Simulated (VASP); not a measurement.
The system is MnHg.

```
CELL_PARAMETERS angstrom
3.31500 0.00000 0.00000
0.00000 3.31500 0.00000
0.00000 0.00000 3.31500
ATOMIC_POSITIONS crystal
Hg 0.00000 0.00000 0.00000
Mn 0.50000 0.50000 0.50000
```

Base run:

* Program: VASP 6.6.1
* Functional: PBE
* Potentials or basis: VASP PAW PBE potentials, release 64 (Hg_sv_GW, Mn_sv)
* Cutoff: 680 eV
* k mesh: 7 × 7 × 7
* Occupations: fermi-dirac, width 0.05 eV
* Spin: collinear spin, ferromagnetic start
* Starting moments: [0.0, 4.0] μB
* Fixed moment: 4 μB

Its results: pressure 0.8 GPa; site moments Hg -0.04; Mn +3.70 μB.

Question: The run is repeated on the same cell with these changes: fixed moment from 4 μB to 1 μB; moments at the start from [0.0, 4.0] to [0.0, 1.0]. What comes out?

Answer: Pressure -13.1 GPa; site moments Hg -0.06; Mn +1.09 μB.

Caveats: the total moment is fixed, so each spin has its own Fermi level and the state may be an excited one; the cell stands under tension (at least some runs).
